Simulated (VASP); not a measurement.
# Co (Fm-3m) in VASP: notebook

The runs below take Co through single point, with PBE.

Everything below comes from runs of VASP 6.6.1. Logs are shortened: lines on timing, memory, paths and dates and some standing lists are left out, and cuts for length are marked.

### Step 1. The cell of the first run

Symmetry: Fm-3m, No. 225, cubic system. Conventional cell: a = 3.544 Å, b = 3.544 Å, c = 3.544 Å, α = 90.00°, β = 90.00°, γ = 90.00°. Co (site symmetry m-3m) has 12 Co at 2.51 Å within 3.3 Å.

### Step 2. Single point, PBE, collinear spin, ferromagnetic start

File INCAR:

```
SYSTEM = Co
ALGO = Normal
EDIFF = 1E-7
ENCUT = 520
GGA = PE
ISIF = 2
ISMEAR = -1
ISPIN = 2
LASPH = .TRUE.
LCHARG = .FALSE.
LMAXMIX = 4
LORBIT = 11
LREAL = .FALSE.
LWAVE = .FALSE.
MAGMOM = 2 2
NBANDS = 20
NELM = 150
PREC = Accurate
SIGMA = 0.08
```

File KPOINTS:

```
k-points
0
G
  17 17 17
  0 0 0
```

File POSCAR:

```
Co
1.0
    0.0000000000      1.7721000000      1.7721000000
   -1.7721000000      1.7721000000      0.0000000000
   -1.7721000000     -1.7721000000      3.5442000000
Co
2
Direct
    0.0000000000      0.0000000000      0.0000000000
    0.0000000000      0.5000000000      0.5000000000
```

Potentials or basis: VASP PAW PBE potentials, release 64 (Co).

The run is started by

```console
> cat potpaw_PBE.64/Co/POTCAR > POTCAR
> mpirun -np 1 vasp_std > vasp.out
```

OUTCAR:

```text
SYSTEM = Co
   EDIFF = 1E-7
   ENCUT = 520
   GGA = PE
   ISIF = 2
   ISMEAR = -1
   ISPIN = 2
   LASPH = .TRUE.
   LORBIT = 11
   LREAL = .FALSE.
   NELM = 150
   PREC = Accurate

 ion  position               nearest neighbor table
   1  0.000  0.000  0.000-   2 2.51   2 2.51   2 2.51   2 2.51   2 2.51   2 2.51
   2  0.000  0.500  0.500-   1 2.51   1 2.51   1 2.51   1 2.51   1 2.51   1 2.51

  LATTYP: Found a trigonal (rhomboedric) cell.
 ALAT       =     4.3407407732
 COS(alpha) =     0.8333333333

  Lattice vectors:

 A1 = (  -3.5442000000,  -1.7721000000,   1.7721000000)
 A2 = (  -1.7721000000,  -3.5442000000,   1.7721000000)
 A3 = (  -1.7721000000,  -1.7721000000,   3.5442000000)

Analysis of symmetry for initial positions (statically):
=====================================================================
 Subroutine PRICEL returns following result:

  LATTYP: Found a face centered cubic cell.
 ALAT       =     3.5442000000
[... 12 lines left out ...]
 Subroutine GETGRP returns: Found 12 space group operations
 (whereof 12 operations were pure point group operations)
 out of a pool of 12 trial point group operations.

The static configuration has the point symmetry D_3d.

Analysis of symmetry for dynamics (positions and initial velocities):
=====================================================================
 Subroutine PRICEL returns following result:

  LATTYP: Found a face centered cubic cell.
 ALAT       =     3.5442000000
[... 12 lines left out ...]
 Subroutine GETGRP returns: Found 12 space group operations
 (whereof 12 operations were pure point group operations)
 out of a pool of 12 trial point group operations.

The dynamic configuration has the point symmetry D_3d.

Analysis of structural, dynamic, and magnetic symmetry:
=====================================================================
 Subroutine PRICEL returns following result:

  LATTYP: Found a face centered cubic cell.
 ALAT       =     3.5442000000
[... 12 lines left out ...]
 Subroutine GETGRP returns: Found 12 space group operations
 (whereof 12 operations were pure point group operations)
 out of a pool of 12 trial point group operations.

The overall configuration has the point symmetry D_3d.

 Subroutine INISYM returns: Found 12 space group operations
 (whereof 12 operations are pure point group operations),
 and found     2 'primitive' translations

----------------------------------------------------------------------------------------

                                     Primitive cell

  volume of cell :      11.1300

  direct lattice vectors                    reciprocal lattice vectors
     1.772100000  1.772100000  0.000000000     0.282151120  0.282151120 -0.282151120
     0.000000000  1.772100000  1.772100000    -0.282151120  0.282151120  0.282151120
     1.772100000  0.000000000  1.772100000     0.282151120 -0.282151120  0.282151120
[... 104 lines left out ...]
  Fermi-wavevector in a.u.,A,eV,Ry     =   1.525191  2.882192 31.649958  2.326206
  Thomas-Fermi vector in A             =   2.633395
   LORBIT       =     11    0 simple, 1 ext, 2 COOP (PROOUT), +10 PAW based schemes
   GGA     = PE    functional components
   LHFCALC =     F    Hartree Fock is set to
   AEXX    =    0.0000 exact exchange contribution
   IVDW    =     0    specifies the selected vdW correction
   LEPSILON=     F    determine dielectric tensor
   LRPA    =     F    only Hartree local field effects (RPA)
 spin polarized calculation
  energy-cutoff  :      520.00
  volume of cell :       22.26
 maximum number of plane-waves:       612
   NGX =  9   NGY =  9   NGZ = 17

 number of electron      18.0000007 magnetization       3.3234501

 Free energy of the ion-electron system (eV)
  ---------------------------------------------------
  ext. energy  EPLUGINS =         0.00000000
  ---------------------------------------------------
  free energy    TOTEN  =       -14.05653631 eV

  energy without entropy =      -14.00686704  energy(sigma->0) =      -14.03170167

 E-fermi :  10.0020     XC(G=0): -13.2555

 val. band max:       10.0000750815   @ k =  -0.0588   0.0588   0.3529
 cond. band min:      10.0024967300   @ k =  -0.0588   0.0588   0.2353
 fundamental gap:      0.0024216484
 Fermi energy:        10.0020143979

 spin component 1

 k-point     1 :       0.0000    0.0000    0.0000
  band No.  band energies     occupation
      1       1.1284      1.00000
      2       4.8970      1.00000
      3       7.1755      1.00000
      4       7.1755      1.00000
      5       7.3089      1.00000
      6       7.3093      1.00000
[... 541 lines left out ...]
     19      34.6015      0.00000
     20      35.8912      0.00000

 [... further k-points ...]

 spin component 2

 k-point     1 :       0.0000    0.0000    0.0000
  band No.  band energies     occupation
      1       1.1451      1.00000
      2       5.8208      1.00000
      3       8.9008      1.00000
      4       8.9008      1.00000
      5       8.9015      1.00000
      6       8.9019      1.00000
[... 541 lines left out ...]
     19      34.7846      0.00000
     20      36.1977      0.00000

 [... further k-points ...]
[... 5 lines left out ...]
  --------------------------------------------------------------------------------------
  -------------------------------------------------------------------------------------
  Total       -0.6049652     -0.6049652     -0.6049652     -0.0055400      0.0055400      0.0055400
  in kB      -43.5427963    -43.5427963    -43.5427963     -0.3987486      0.3987486      0.3987486
  external PRESSURE =     -43.5427963 kB  Pullay stress =       0.0000000 kB

 VOLUME and BASIS-vectors are now :
 -----------------------------------------------------------------------------
  energy-cutoff  :      520.00
  volume of cell :       22.26
      direct lattice vectors                 reciprocal lattice vectors
     0.000000000  1.772100000  1.772100000     0.282151120  0.282151120  0.282151120
    -1.772100000  1.772100000  0.000000000    -0.423226680  0.141075560 -0.141075560
    -1.772100000 -1.772100000  3.544200000    -0.141075560 -0.141075560  0.141075560

 POSITION                                       TOTAL-FORCE (eV/Angst)
 -----------------------------------------------------------------------------------
      0.00000      0.00000      0.00000        -0.000000      0.000000     -0.000000
     -1.77210      0.00000      1.77210         0.000000     -0.000000      0.000000
 -----------------------------------------------------------------------------------
    total drift:                               -0.000000     -0.000000      0.000000

  FREE ENERGIE OF THE ION-ELECTRON SYSTEM (eV)
  ---------------------------------------------------
  free  energy   TOTEN  =       -14.0565363075 eV

  energy  without entropy=      -14.0068670352  energy(sigma->0) =      -14.03170167

 total charge

# of ion       s       p       d       tot
------------------------------------------
    1        0.480   0.502   7.240   8.223
    2        0.480   0.502   7.240   8.223
--------------------------------------------------
tot          0.960   1.005  14.481  16.446

 magnetization (x)

# of ion       s       p       d       tot
------------------------------------------
    1       -0.012  -0.047   1.742   1.683
    2       -0.012  -0.047   1.742   1.683
--------------------------------------------------
tot         -0.024  -0.095   3.485   3.366
```

It took 4.5 min on 1 thread of Intel Xeon Platinum 8488C (Sapphire Rapids), shared host; peak memory 0.39 GiB.

Results:

| Item | Value |
| --- | --- |
| Free energy | -14.0565 eV |
| Pressure | -4.4 GPa |
| Net moment | 3.32 μB per cell |
| Site moments | Co +1.68 μB |
| Valence electrons inside the program's atomic spheres | Co 8.22 |

### Step 3. Single point, PBE, collinear spin, antiferromagnetic start

File INCAR:

```
SYSTEM = Co
  ALGO = Normal
  EDIFF = 1E-6
  ENCUT = 520
  GGA = PE
  ISIF = 2
  ISMEAR = -1
  ISPIN = 2
  LASPH = .TRUE.
  LCHARG = .FALSE.
  LMAXMIX = 4
  LORBIT = 11
  LREAL = .FALSE.
  LWAVE = .FALSE.
  MAGMOM = 2 -2
  NBANDS = 20
  NELM = 150
  PREC = Accurate
  SIGMA = 0.08
```

KPOINTS is that of step 2.

POSCAR is that of step 2.

Potentials or basis: VASP PAW PBE potentials, release 64 (Co).

The run is started by

```console
> cat potpaw_PBE.64/Co/POTCAR > POTCAR
> mpirun -np 1 vasp_std > vasp.out
```

Run time: 4.8 min. Hardware: 1 thread of Intel Xeon Platinum 8488C (Sapphire Rapids), shared host; peak memory 0.39 GiB.

The run converged, but its numbers aren't listed here, since they failed a check.

Caveat: the result breaks the symmetry of the cell.

### Step 4. Single point, PBE

File INCAR:

```
SYSTEM = Co
PREC = Accurate
ENCUT = 520
EDIFF = 1E-6
ISMEAR = -1
SIGMA = 0.08
LREAL = .False.
LASPH = .True.
NELM = 100
ALGO = Normal
ISIF = 2
LWAVE = .False.
LCHARG = .True.
GGA = PE
LELF = .True.
LVHAR = .True.
NBANDS = 16
```

File KPOINTS:

```
regular mesh
0
Gamma
  17 17 17
  0 0 0
```

POSCAR is that of step 3.

The run is started by

```console
> cat potpaw_PBE.64/Co/POTCAR > POTCAR
> mpirun -np 1 vasp_std > vasp.out
```

Wall time 3.1 min (1 thread of Intel Xeon 8259CL, shared host); peak memory 0.26 GiB.

Results (log left out):

```
Free energy            : -13.6355 eV
Pressure               : -16.2 GPa
Band gap on the k mesh : zero (band 9 reaches 10.20 eV, above the bottom of band 10 at 9.02 eV)
```

Levels at points of the mesh, in eV from the Fermi level:
```tsv
k point	band 5	band 6	band 7	band 8	band 9	band 10	band 11	band 12	band 13	band 14
(0.00, 0.00, 0.00)	-1.71	-1.71	-1.71	-0.51	-0.51	-0.02	0.30	0.30	6.60	21.53
```

Caveat: the run has no spin polarisation, though such a crystal can be magnetic. Spin polarisation is off, so any magnetic state and its effect on volume and gap are missing.

### Step 5. Single point, PBE, collinear spin, ferromagnetic start

File INCAR:

```
PREC = Accurate ; ENCUT = 520
EDIFF = 1E-7 ; ISMEAR = -1
SIGMA = 0.08 ; LREAL = F
LASPH = T ; NELM = 150
ALGO = Normal ; ISIF = 2
LWAVE = F ; LCHARG = T
ISPIN = 2 ; MAGMOM = 2 2
LORBIT = 11 ; LMAXMIX = 4
GGA = PE ; LELF = T
LVHAR = T ; NBANDS = 20
```

File KPOINTS:

```
regular mesh
0
Gamma
  17 17 17
```

POSCAR is that of step 4.

Potentials or basis: VASP PAW PBE potentials, release 64 (Co).

The run is started by

```console
> cat potpaw_PBE.64/Co/POTCAR > POTCAR
> mpirun -np 1 vasp_std > vasp.out
```

OUTCAR:

```text
PREC = Accurate
   ENCUT = 520
   EDIFF = 1E-7
   ISMEAR = -1
   LREAL = F
   LASPH = T
   NELM = 150
   ISIF = 2
   ISPIN = 2
   LORBIT = 11
   GGA = PE

 ion  position               nearest neighbor table
   1  0.000  0.000  0.000-   2 2.51   2 2.51   2 2.51   2 2.51   2 2.51   2 2.51
   2  0.000  0.500  0.500-   1 2.51   1 2.51   1 2.51   1 2.51   1 2.51   1 2.51

  LATTYP: Found a trigonal (rhomboedric) cell.
 ALAT       =     4.3407407732
 COS(alpha) =     0.8333333333

  Lattice vectors:

 A1 = (  -3.5442000000,  -1.7721000000,   1.7721000000)
 A2 = (  -1.7721000000,  -3.5442000000,   1.7721000000)
 A3 = (  -1.7721000000,  -1.7721000000,   3.5442000000)

Analysis of symmetry for initial positions (statically):
=====================================================================
 Subroutine PRICEL returns following result:

  LATTYP: Found a face centered cubic cell.
 ALAT       =     3.5442000000
[... 12 lines left out ...]
 Subroutine GETGRP returns: Found 12 space group operations
 (whereof 12 operations were pure point group operations)
 out of a pool of 12 trial point group operations.
[... 758 lines left out ...]

 k-point     1 :       0.0000    0.0000    0.0000
  band No.  band energies     occupation
      1       1.1451      1.00000
      2       5.8208      1.00000
      3       8.9008      1.00000
      4       8.9008      1.00000
      5       8.9015      1.00000
      6       8.9019      1.00000
[... 541 lines left out ...]
     19      34.7846      0.00000
     20      36.1977      0.00000

 [... further k-points ...]
[... 5 lines left out ...]
  --------------------------------------------------------------------------------------
  -------------------------------------------------------------------------------------
  Total       -0.6049652     -0.6049652     -0.6049652     -0.0055400      0.0055400      0.0055400
  in kB      -43.5427963    -43.5427963    -43.5427963     -0.3987486      0.3987486      0.3987486
  external PRESSURE =     -43.5427963 kB  Pullay stress =       0.0000000 kB

 VOLUME and BASIS-vectors are now :
 -----------------------------------------------------------------------------
  energy-cutoff  :      520.00
  volume of cell :       22.26
      direct lattice vectors                 reciprocal lattice vectors
     0.000000000  1.772100000  1.772100000     0.282151120  0.282151120  0.282151120
    -1.772100000  1.772100000  0.000000000    -0.423226680  0.141075560 -0.141075560
    -1.772100000 -1.772100000  3.544200000    -0.141075560 -0.141075560  0.141075560

 POSITION                                       TOTAL-FORCE (eV/Angst)
 -----------------------------------------------------------------------------------
      0.00000      0.00000      0.00000        -0.000000      0.000000     -0.000000
     -1.77210      0.00000      1.77210         0.000000     -0.000000      0.000000
 -----------------------------------------------------------------------------------
    total drift:                               -0.000000     -0.000000      0.000000

  FREE ENERGIE OF THE ION-ELECTRON SYSTEM (eV)
  ---------------------------------------------------
  free  energy   TOTEN  =       -14.0565363075 eV

  energy  without entropy=      -14.0068670352  energy(sigma->0) =      -14.03170167

 total charge

# of ion       s       p       d       tot
------------------------------------------
    1        0.480   0.502   7.240   8.223
    2        0.480   0.502   7.240   8.223
--------------------------------------------------
tot          0.960   1.005  14.481  16.446

 magnetization (x)

# of ion       s       p       d       tot
------------------------------------------
    1       -0.012  -0.047   1.742   1.683
    2       -0.012  -0.047   1.742   1.683
--------------------------------------------------
tot         -0.024  -0.095   3.485   3.366
```

OSZICAR:

```text
N       E                     dE             d eps       ncg     rms          rms(c)
DAV:   1     0.866357150894E+02    0.86636E+02   -0.78462E+03 41592   0.118E+03
DAV:   2    -0.113132816050E+02   -0.97949E+02   -0.88130E+02 40008   0.216E+02
DAV:   3    -0.160399332360E+02   -0.47267E+01   -0.45231E+01 44184   0.576E+01
DAV:   4    -0.161206324932E+02   -0.80699E-01   -0.80607E-01 48344   0.659E+00
DAV:   5    -0.161230972115E+02   -0.24647E-02   -0.24645E-02 45648   0.105E+00    0.145E+01
DAV:   6    -0.144955812057E+02    0.16275E+01   -0.74030E+00 43252   0.559E+01    0.712E+00
DAV:   7    -0.140902540646E+02    0.40533E+00   -0.11471E+00 45060   0.203E+01    0.379E+00
DAV:   8    -0.140716271774E+02    0.18627E-01   -0.16214E-02 51948   0.123E+00    0.172E+00
DAV:   9    -0.140568969568E+02    0.14730E-01   -0.29950E-03 61048   0.105E+00    0.459E-01
DAV:  10    -0.140565867651E+02    0.31019E-03   -0.67217E-04 51232   0.330E-01    0.102E-01
DAV:  11    -0.140565361329E+02    0.50632E-04   -0.61192E-05 55184   0.107E-01    0.368E-02
DAV:  12    -0.140565352761E+02    0.85685E-06   -0.85424E-06 43840   0.324E-02    0.172E-02
DAV:  13    -0.140565365528E+02   -0.12768E-05   -0.17731E-06 50864   0.136E-02    0.566E-03
DAV:  14    -0.140565364390E+02    0.11382E-06   -0.19470E-07 42956   0.368E-03    0.148E-03
DAV:  15    -0.140565363006E+02    0.13843E-06   -0.10730E-08 21464   0.121E-03    0.671E-04
DAV:  16    -0.140565363075E+02   -0.69583E-08   -0.38042E-09 21148   0.697E-04
   1 F= -.14056536E+02 E0= -.14031702E+02  d E =-.496693E-01  mag=     3.3234
```

It took 8.8 min on 1 thread of Intel Xeon Platinum 8124M at 3.00GHz (Skylake/Cascade Lake), shared host; peak memory 0.39 GiB.

What came out:

```
Free energy                                           : -14.0565 eV
Pressure                                              : -4.4 GPa
Net moment                                            : 3.32 μB per cell
Site moments                                          : Co +1.68 μB
Valence electrons inside the program's atomic spheres : Co 8.22
```

Levels at points of the mesh, in eV from the Fermi level:
Spin up:
```
           k point  band 7  band 8  band 9  band 10  band 11  band 12  band 13  band 14  band 15  band 16
(0.00, 0.00, 0.00)   -2.69   -1.71   -1.71    -0.84    -0.84    -0.28     5.89    21.39    22.82    24.43
```
Spin down:
| k point | band 3 | band 4 | band 5 | band 6 | band 7 | band 8 | band 9 | band 10 | band 11 | band 12 |
| --- | --- | --- | --- | --- | --- | --- | --- | --- | --- | --- |
| (0.00, 0.00, 0.00) | -1.10 | -1.10 | -1.10 | -1.10 | -1.10 | -0.33 | 0.31 | 0.31 | 1.10 | 1.10 |
